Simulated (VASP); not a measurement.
# LiF in VASP: a series of runs

LiF is run at these levels: PBE; tasks: electric field gradients.

Program: VASP 6.6.1. These are calculated values, not measurements. Logs are shortened: lines on timing, memory, paths and dates and some standing lists are left out, and cuts for length are marked.

## (1) The cell of the first run

It takes space group R3m (No. 160, trigonal). The conventional cell has a = 2.848 Å, b = 2.848 Å, c = 6.977 Å, α = 90.00°, β = 90.00°, γ = 120.00°. Li (site symmetry 3m) has 6 F at 1.95 to 2.09 Å within 2.6 Å. F (site symmetry 3m) has 6 Li at 1.95 to 2.09 Å within 2.6 Å.

## (2) Electric field gradients, PBE (atom 1 (Li) moved by [0.069282, 0.069282, 0.069282] A)

The input, INCAR:

```
PREC = Accurate ; ENCUT = 520
EDIFF = 1E-8 ; ISMEAR = -1
SIGMA = 0.03 ; LREAL = F
LASPH = T ; NELM = 60
ALGO = Normal ; ISIF = 2
LWAVE = F ; LCHARG = F
GGA = PE ; LEFG = T
NBANDS = 12
```

The input, KPOINTS:

```
Automatic mesh
0
Gamma
  10 10 10
```

The input, POSCAR:

```
LiF
1.0
    0.0000000000      2.0140000000      2.0140000000
    2.0140000000      0.0000000000      2.0140000000
    2.0140000000      2.0140000000      0.0000000000
Li F
1 1
Direct
    0.0172000993      0.0172000993      0.0172000993
    0.5000000000      0.5000000000      0.5000000000
```

Potentials or basis: VASP PAW PBE potentials, release 64 (Li_sv, F).

Run with:

```console
cat potpaw_PBE.64/Li_sv/POTCAR potpaw_PBE.64/F/POTCAR > POTCAR
mpirun -np 1 vasp_std > vasp.out
```

OUTCAR:

```text
PREC = Accurate
   ENCUT = 520
   EDIFF = 1E-8
   ISMEAR = -1
   LREAL = F
   LASPH = T
   NELM = 60
   ISIF = 2
   GGA = PE

 ion  position               nearest neighbor table
   1  0.017  0.017  0.017-   2 1.95   2 1.95   2 1.95   2 2.09   2 2.09   2 2.09
   2  0.500  0.500  0.500-   1 1.95   1 1.95   1 1.95   1 2.09   1 2.09   1 2.09

  LATTYP: Found a face centered cubic cell.
 ALAT       =     4.0280000000

  Lattice vectors:

 A1 = (   0.0000000000,   2.0140000000,   2.0140000000)
 A2 = (   2.0140000000,   0.0000000000,   2.0140000000)
 A3 = (   2.0140000000,   2.0140000000,   0.0000000000)

Analysis of symmetry for initial positions (statically):
=====================================================================
 Subroutine PRICEL returns:
 Original cell was already a primitive cell.

 Routine SETGRP: Setting up the symmetry group for a
 face centered cubic supercell.

 Subroutine GETGRP returns: Found  6 space group operations
 (whereof  6 operations were pure point group operations)
 out of a pool of 48 trial point group operations.

The static configuration has the point symmetry C_3v.

Analysis of symmetry for dynamics (positions and initial velocities):
=====================================================================
 Subroutine PRICEL returns:
 Original cell was already a primitive cell.

 Routine SETGRP: Setting up the symmetry group for a
 face centered cubic supercell.

 Subroutine GETGRP returns: Found  6 space group operations
 (whereof  6 operations were pure point group operations)
 out of a pool of 48 trial point group operations.

The dynamic configuration has the point symmetry C_3v.

 Subroutine INISYM returns: Found  6 space group operations
 (whereof  6 operations are pure point group operations),
 and found     1 'primitive' translations

----------------------------------------------------------------------------------------

                                     Primitive cell

  volume of cell :      16.3384

  direct lattice vectors                    reciprocal lattice vectors
     0.000000000  2.014000000  2.014000000    -0.248262165  0.248262165  0.248262165
     2.014000000  0.000000000  2.014000000     0.248262165 -0.248262165  0.248262165
     2.014000000  2.014000000  0.000000000     0.248262165  0.248262165 -0.248262165

  length of vectors
     2.848226115  2.848226115  2.848226115     0.430002683  0.430002683  0.430002683

  position of ions in fractional coordinates (direct lattice)
     0.017200099  0.017200099  0.017200099
     0.500000000  0.500000000  0.500000000

  ion indices of the primitive-cell ions
   primitive index   ion index
                 1           1
                 2           2

----------------------------------------------------------------------------------------

 KPOINTS: Automatic mesh

Automatic generation of k-mesh.
 Grid dimensions read from file:
 generate k-points for:   10   10   10

 Generating k-lattice:

  Cartesian coordinates                     Fractional coordinates (reciprocal lattice)
    -0.024826216  0.024826216  0.024826216     0.100000000  0.000000000  0.000000000
     0.024826216 -0.024826216  0.024826216     0.000000000  0.100000000  0.000000000
     0.024826216  0.024826216 -0.024826216     0.000000000  0.000000000  0.100000000

  Length of vectors
     0.043000268  0.043000268  0.043000268

  Shift w.r.t. Gamma in fractional coordinates (k-lattice)
     0.000000000  0.000000000  0.000000000

 Subroutine IBZKPT returns following result:
 ===========================================

 Found    116 irreducible k-points:

 Following reciprocal coordinates:
            Coordinates               Weight
  0.000000  0.000000  0.000000      1.000000
  0.100000  0.000000  0.000000      6.000000
  0.100000  0.100000  0.100000      2.000000
  0.200000  0.000000  0.000000      6.000000
  0.200000  0.200000  0.200000      2.000000
  0.300000  0.000000  0.000000      6.000000
[... 16 lines left out ...]
  0.100000  0.100000 -0.400000      6.000000
  0.500000  0.400000  0.500000      6.000000
 [... further k-points ...]
   k-points           NKPTS =    116   k-points in BZ     NKDIM =    116   number of bands    NBANDS=     12
   number of dos      NEDOS =    301   number of ions     NIONS =      2
   total plane-waves  NPLWV =  13824
   dimension x,y,z NGX =    24 NGY =   24 NGZ =   24
   dimension x,y,z NGXF=    48 NGYF=   48 NGZF=   48
   ions per type =               1   1
   NGX,Y,Z   is equivalent  to a cutoff of  14.01, 14.01, 14.01 a.u.
   NGXF,Y,Z  is equivalent  to a cutoff of  28.02, 28.02, 28.02 a.u.
 SYSTEM =  unknown system
   PREC   = accura    normal or accurate (medium, high low for compatibility)
   ISTART =      0    job   : 0-new  1-cont  2-samecut
   ICHARG =      2    charge: 1-file 2-atom 10-const
   ISPIN  =      1    spin polarized calculation?
   LNONCOLLINEAR =      F non collinear calculations
   LSORBIT =      F    spin-orbit coupling
   LASPH  =      T    aspherical Exc in radial PAW
   ENCUT  =  520.0 eV  38.22 Ry    6.18 a.u.   5.30  5.30  5.30*2*pi/ulx,y,z
   NELM   =     60;   NELMIN=  2; NELMDL= -5     # of ELM steps
   EDIFF  = 0.1E-07   stopping-criterion for ELM
   LREAL  =      F    real-space projection
   EDIFFG = 0.1E-06   stopping-criterion for IOM
   NSW    =      0    number of steps for IOM
   IBRION =     -1    ionic relax: 0-MD 1-quasi-New 2-CG
   NFREE  =      0    steps in history (QN), initial steepest desc. (CG)
   ISIF   =      2    stress and relaxation
   ISYM   =      2    0-nonsym 1-usesym 2-fastsym
   POTIM  = 0.5000    time-step for ionic-motion
   TEBEG  =    0.0;   TEEND  =   0.0 temperature during run
   PSTRESS=    0.0 pullay stress
   NELECT =      10.0000    total number of electrons
   NUPDOWN=      -1.0000    fix difference up-down
   EMIN   =  10.00;   EMAX   =-10.00  energy-range for DOS
   EFERMI =   0.00;   METHOD = LEGACY
   ISMEAR =    -1;   SIGMA  =   0.03  broadening in eV -4-tet -1-fermi 0-gaus
   EFERMI_NEDOS =   21; number of points for ismear=-14 and -15
   IALGO  =     38    algorithm
   IMIX   =      4    mixing-type and parameters
     AMIX     =   0.40;   BMIX     =  1.00
     AMIX_MAG =   1.60;   BMIX_MAG =  1.00
  volume/ion in A,a.u.               =       8.17        55.13
  Fermi-wavevector in a.u.,A,eV,Ry     =   1.389970  2.626662 26.286674  1.932016
  Thomas-Fermi vector in A             =   2.513950
   LORBIT       =      0    0 simple, 1 ext, 2 COOP (PROOUT), +10 PAW based schemes
   GGA     = PE    functional components
   LHFCALC =     F    Hartree Fock is set to
   AEXX    =    0.0000 exact exchange contribution
   IVDW    =     0    specifies the selected vdW correction
   LEPSILON=     F    determine dielectric tensor
   LRPA    =     F    only Hartree local field effects (RPA)
 non-spin polarized calculation
  energy-cutoff  :      520.00
  volume of cell :       16.34
 maximum number of plane-waves:       459
 NGX is ok and might be reduce to    24
   NGX = 11   NGY = 11   NGZ = 11

 number of electron      10.0000000 magnetization

 number of electron       9.9999997 magnetization

 Free energy of the ion-electron system (eV)
  ---------------------------------------------------
  ext. energy  EPLUGINS =         0.00000000
  ---------------------------------------------------
  free energy    TOTEN  =        -9.62551723 eV

  energy without entropy =       -9.62551723  energy(sigma->0) =       -9.62551723

 E-fermi :  -0.3729     XC(G=0):  -9.9761

 val. band max:       -1.0104284399   @ k =   0.0000   0.0000   0.0000
 cond. band min:       8.0458944041   @ k =   0.0000   0.0000   0.0000
 fundamental gap:      9.0563228440
 Fermi energy:        -0.3728842052

 k-point     1 :       0.0000    0.0000    0.0000
  band No.  band energies     occupation
      1     -41.9271      2.00000
      2     -20.9983      2.00000
      3      -1.0378      2.00000
      4      -1.0378      2.00000
      5      -1.0104      2.00000
      6       8.0459      0.00000
      7      22.2938      0.00000
      8      22.6632      0.00000
      9      22.6632      0.00000
     10      23.6267      0.00000
     11      23.6267      0.00000
     12      24.1090      0.00000
[... 331 lines left out ...]
 k-point    24 :       0.5000    0.4000    0.5000
  band No.  band energies     occupation
      1     -41.8671      2.00000
      2     -20.5372      2.00000
      3      -3.4860      2.00000
      4      -1.5049      2.00000
      5      -1.3445      2.00000
      6      10.1976      0.00000
      7      15.4152      0.00000
      8      17.9897      0.00000
      9      18.0287      0.00000
     10      27.6223      0.00000
     11      30.0019      0.00000
     12      30.4589      0.00000

 [... further k-points ...]

------------------------ aborting loop because EDIFF is reached ----------------------------------------

  FORCE on cell =-STRESS in cart. coord.  units (eV):
  Direction    XX          YY          ZZ          XY          YZ          ZX
  --------------------------------------------------------------------------------------
  -------------------------------------------------------------------------------------
  Total        0.2302478      0.2302478      0.2302478     -0.0084710     -0.0084710     -0.0084710
  in kB       22.5786386     22.5786386     22.5786386     -0.8306815     -0.8306815     -0.8306815
  external PRESSURE =      22.5786386 kB  Pullay stress =       0.0000000 kB

 VOLUME and BASIS-vectors are now :
 -----------------------------------------------------------------------------
  energy-cutoff  :      520.00
  volume of cell :       16.34
      direct lattice vectors                 reciprocal lattice vectors
     0.000000000  2.014000000  2.014000000    -0.248262165  0.248262165  0.248262165
     2.014000000  0.000000000  2.014000000     0.248262165 -0.248262165  0.248262165
     2.014000000  2.014000000  0.000000000     0.248262165  0.248262165 -0.248262165

 POSITION                                       TOTAL-FORCE (eV/Angst)
 -----------------------------------------------------------------------------------
      0.06928      0.06928      0.06928        -0.115831     -0.115831     -0.115831
      2.01400      2.01400      2.01400         0.115831      0.115831      0.115831
 -----------------------------------------------------------------------------------
    total drift:                               -0.000111     -0.000111     -0.000111

  FREE ENERGIE OF THE ION-ELECTRON SYSTEM (eV)
  ---------------------------------------------------
  free  energy   TOTEN  =        -9.6255172295 eV

  energy  without entropy=       -9.6255172295  energy(sigma->0) =       -9.62551723

 Electric field gradients (V/A^2)
---------------------------------------------------------------------
 ion       V_xx      V_yy      V_zz      V_xy      V_xz      V_yz
---------------------------------------------------------------------
   1       0.000    -0.000    -0.000     0.025     0.025     0.025
   2      -0.000     0.000     0.000    -0.109    -0.109    -0.109
---------------------------------------------------------------------

 Electric field gradients after diagonalization (V/A^2)
 (convention: |V_zz| > |V_xx| > |V_yy|)
----------------------------------------------------------------------
 ion       V_xx      V_yy      V_zz     asymmetry (V_yy - V_xx)/ V_zz
----------------------------------------------------------------------
   1      -0.025    -0.025     0.051       0.000
   2       0.109     0.109    -0.218       0.000
----------------------------------------------------------------------

           NMR quadrupolar parameters

 Cq : quadrupolar parameter    Cq=e*Q*V_zz/h
 eta: asymmetry parameters     (V_yy - V_xx)/ V_zz
 Q  : nuclear electric quadrupole moment in mb (millibarn)
----------------------------------------------------------------------
 ion       Cq(MHz)       eta       Q (mb)
----------------------------------------------------------------------
   1       0.000       0.000       1.000
   2      -0.001       0.000       1.000
----------------------------------------------------------------------
```

It took 33 s on 1 thread of Intel Xeon 8259CL, shared host; peak memory 0.14 GiB.

What came out:

| Item | Value |
| --- | --- |
| Free energy | -9.6255 eV |
| Largest force | 0.201 eV/Å |
| Band gap on the k mesh | 9.06 eV |
| Largest electric field gradient by atom | Li +0.05; F -0.22 V/Å² |

Forces in eV/Å, atoms in the order of the input:
```
Li  -0.116 -0.116 -0.116
F    0.116  0.116  0.116
```

Levels at points of the mesh, in eV from the valence-band top:
| k point | band 2 | band 3 | band 4 | band 5 | band 6 | band 7 | band 8 | band 9 |
| --- | --- | --- | --- | --- | --- | --- | --- | --- |
| (0.00, 0.00, 0.00) | -19.99 | -0.03 | -0.03 | 0.00 | 9.06 | 23.30 | 23.67 | 23.67 |
| (0.50, 0.00, 0.00) | -19.56 | -2.53 | -0.26 | -0.24 | 10.79 | 16.61 | 18.95 | 19.09 |
| (0.50, 0.50, 0.50) | -19.55 | -2.54 | -0.26 | -0.26 | 10.79 | 16.71 | 18.90 | 18.90 |
| (0.50, 0.50, 0.00) | -19.30 | -3.01 | -1.03 | -1.00 | 14.75 | 16.35 | 17.31 | 20.27 |

Caveat: the cell differs from its parent crystal (atom 1 (Li) moved by [0.069282, 0.069282, 0.069282] A); the cutoff is under 1.25 times the usual one of these potentials, so pressure, stress and relaxed cells hold a basis-set (Pulay) error; without QUAD_EFG the Cq values of the log hold for a quadrupole moment of 1 mb, not for the nuclei. A k mesh can miss the band edges.

[end of part 1 of 2]
